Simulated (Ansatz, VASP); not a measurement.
# One calculation of Gd, two programs

```
Gd
1.0
    -2.02500    2.02500    2.02500
     2.02500   -2.02500    2.02500
     2.02500    2.02500   -2.02500
Gd
1
Cartesian
  0.0000 0.0000 0.0000
```

Alike in both runs: task relaxation of cell and atoms; functional PBEsol; dispersion D4; k mesh 7 × 7 × 7; occupations methfessel-paxton of order 1, width 0.1 eV; non-collinear spin; Hubbard terms Gd f U = 3.0 eV.

```csv
,VASP,Ansatz
version,VASP 6.6.1,Ansatz 0.2.0
potentials or method,"VASP PAW PBE potentials, release 64 (Gd), cutoff 600 eV","all-electron LAPW, scalar-relativistic"
```

Ansatz gave:

| Quantity | Value |
| --- | --- |
| gap on the k mesh at the Fermi level, each at its own relaxed structure (eV) | none |
| net moment per atom (μB) | 7.64 |
| size of the moment on the site where the two differ most (μB) | 6.96 |
| relaxed volume (Å³/atom) | 30.11 |
| relaxed length of the cell vector where the two differ most in proportion (Å) | 3.394 |

Task: Estimate VASP's values.

Result: gap on the k mesh at the Fermi level, each at its own relaxed structure (eV): none; net moment per atom (μB): 7.64; size of the moment on the site where the two differ most (μB): 7.09; relaxed volume (Å³/atom): 30.23; relaxed length of the cell vector where the two differ most in proportion (Å): 3.399.

VASP's potentials were made for PBE, not for PBEsol. Site moments also hang on the region over which each program counts them. The programs project onto different local orbitals, so the same U acts differently, and such runs can settle in different states. A gap of «none» marks a metal or a gap that the smearing closes. Ansatz ran all-electron here, and VASP with PAW potentials.

Neither program's run includes spin-orbit coupling. Noted on Ansatz's run: the k mesh is thin for a metal, which can move the energy by tens of meV per atom; the magnetic state may not be the lowest; the open f shell may have settled in a state that isn't the lowest; the program listed the state as in doubt.
